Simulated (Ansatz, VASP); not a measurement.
MgZr2H6: VASP beside Ansatz

Contents of INCAR:

```
SYSTEM = MgZr2H6
ALGO = Normal ; EDIFF = 1E-7
EDIFFG = -0.04 ; ENCUT = 600
GGA = PE ; IBRION = 2
ISIF = 3 ; ISMEAR = 0
LASPH = .True. ; LCHARG = .False.
LREAL = .False. ; LWAVE = .False.
NELM = 100 ; NSW = 90
PREC = Accurate ; SIGMA = 0.1
```

Contents of KPOINTS:

```
k-points
0
Gamma
  3 3 4
  0 0 0
```

The input POSCAR:

```
MgZr2H6
1.0
    6.2327391500      0.0000000000      0.0000000000
   -3.1163695700      5.3977104400      0.0000000000
    0.0000000000      0.0000000000      5.2355008900
Mg Zr H
1 2 6
Direct
    0.0000000000      0.0000000000      0.5000000000
    0.3333333300      0.6666666700      0.7500000000
    0.6666666700      0.3333333300      0.2500000000
    0.8333333300      0.6666666700      0.7500000000
    0.3333333300      0.1666666700      0.7500000000
    0.8333333300      0.1666666700      0.7500000000
    0.1666666700      0.3333333300      0.2500000000
    0.6666666700      0.8333333300      0.2500000000
    0.1666666700      0.8333333300      0.2500000000
```

Input for Ansatz:

```yaml
crystal:
  lattice:
    - [6.23273915, 0.0, 0.0]
    - [-3.11636957, 5.39771044, 0.0]
    - [0.0, 0.0, 5.23550089]
  atoms:
    - { symbol: Mg, position: [0.0, 0.0, 0.5] }
    - { symbol: Zr, position: [0.33333333, 0.66666667, 0.75] }
    - { symbol: Zr, position: [0.66666667, 0.33333333, 0.25] }
    - { symbol: H, position: [0.83333333, 0.66666667, 0.75] }
    - { symbol: H, position: [0.33333333, 0.16666667, 0.75] }
    - { symbol: H, position: [0.83333333, 0.16666667, 0.75] }
    - { symbol: H, position: [0.16666667, 0.33333333, 0.25] }
    - { symbol: H, position: [0.66666667, 0.83333333, 0.25] }
    - { symbol: H, position: [0.16666667, 0.83333333, 0.25] }
basis:
  ecutwfc: 420
kpoints:
  mp_grid: { grid: [3, 3, 4] }
hamiltonian:
  xc: pbe
scf:
  occupations: { method: gaussian, width: 0.1 }
  lower_state_search: "off"
output:
  forces: true
  stress: true
  eigenvalues: true
relax:
  adjacent_minimum: "off"
  f_tol: 0.04
  max_steps: 70
  cell: { stress_tol: 0.4 }
```

Alike in both runs: task relaxation of cell and atoms; functional PBE; k mesh 3 × 3 × 4; occupations gaussian, width 0.1 eV; no spin polarisation.

|  | VASP | Ansatz |
| --- | --- | --- |
| version | VASP 6.6.1 | Ansatz 0.2.0 |
| potentials or method | VASP PAW PBE potentials, release 64 (Mg, Zr_sv, H), cutoff 600 eV | scalar-relativistic, plane waves, PAW |
| valence electrons in the cell | 32 | 40 |

```csv
,VASP,Ansatz,Ansatz less VASP
"gap on the k mesh at the Fermi level, each at its own relaxed structure (eV)",none,none,-
relaxed volume (Å³/atom),8.87,8.88,+0.005
relaxed length of the cell vector where the two differ most in proportion (Å),5.358,5.361,+0.0028
```

A gap of «none» marks a metal or a gap that the smearing closes. VASP's potentials hold 32 valence electrons a cell and Ansatz's 40, so a difference there can come from the potentials and not from the codes.

The k mesh is coarse, so the values compare programs but aren't converged. Noted on VASP's run: the volume moved by over 15 % at a fixed basis, so the end points are rough.
